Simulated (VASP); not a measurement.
**Ga2BSb3: single point with PBE**

The system is Ga2BSb3.

```
CELL_PARAMETERS angstrom
6.29540 0.00000 0.00000
0.00000 6.29540 0.00000
0.00000 0.00000 5.02248
ATOMIC_POSITIONS crystal
Ga 0.00000 0.50000 0.00000
Ga 0.50000 0.00000 0.00000
B 0.50000 0.50000 0.50000
Sb 0.00000 0.00000 0.75051
Sb 0.00000 0.00000 0.24949
Sb 0.50000 0.50000 0.00000
```

The cell was built from a structure type or drawn by symmetry, and may not be a known phase.

```yaml
Program: VASP 6.6.1
Task: single point
Functional: PBE
Potentials_or_basis: VASP PAW PBE potentials, release 64 (Ga_d, B, Sb)
Cutoff: 520 eV
k_mesh: 4 × 4 × 2
Occupations: gaussian, width 0.1 eV
Spin: no spin polarisation
Dipole_correction: no
Further_INCAR_settings: ALGO = Normal; EDIFF = 1e-06; NBANDS = 31
```

| Quantity | Value |
| --- | --- |
| Pressure | 0.1 GPa |
| Largest force | 0.010 eV/Å |
| Band gap on the k mesh | zero (bands 22 and 23 overlap by 0.87 eV) |

Forces on the atoms (eV/Å):
```
Ga   0.000  0.000  0.000
Ga   0.000  0.000  0.000
B    0.000  0.000  0.000
Sb   0.000  0.000 -0.010
Sb   0.000  0.000  0.010
Sb   0.000  0.000  0.000
```

Stress tensor (GPa, compression positive):
```
-0.03  0.00  0.00
 0.00 -0.03  0.00
 0.00  0.00  0.38
```

Levels at points of the mesh, in eV from the Fermi level:
```
           k point  band 20  band 21  band 22  band 23  band 24  band 25
(0.00, 0.00, 0.00)    -3.09    -2.10    -2.10     1.38     1.38     1.64
(0.50, 0.00, 0.00)    -2.71    -1.56    -0.42     0.46     1.43     1.66
(0.50, 0.50, 0.00)    -1.90    -0.20    -0.20     0.23     0.23     1.24
(0.00, 0.00, 0.50)    -1.74    -1.33    -1.33     0.57     0.57     0.65
(0.50, 0.00, 0.50)    -1.61    -0.61    -0.24     0.23     0.44     1.83
(0.50, 0.50, 0.50)    -0.47     0.64     0.64     1.15     1.15     1.27
```

Wall time 68 s on 1 thread of Intel(R) Xeon(R) Platinum 8488C (Sapphire Rapids), on a shared host, peak memory 0.32 GiB.

Caveat: the k points lie up to 0.63 Å⁻¹ apart, too coarse for converged energies and pressures of a metal; spin-orbit coupling is left out, which moves the levels of the heavy elements.
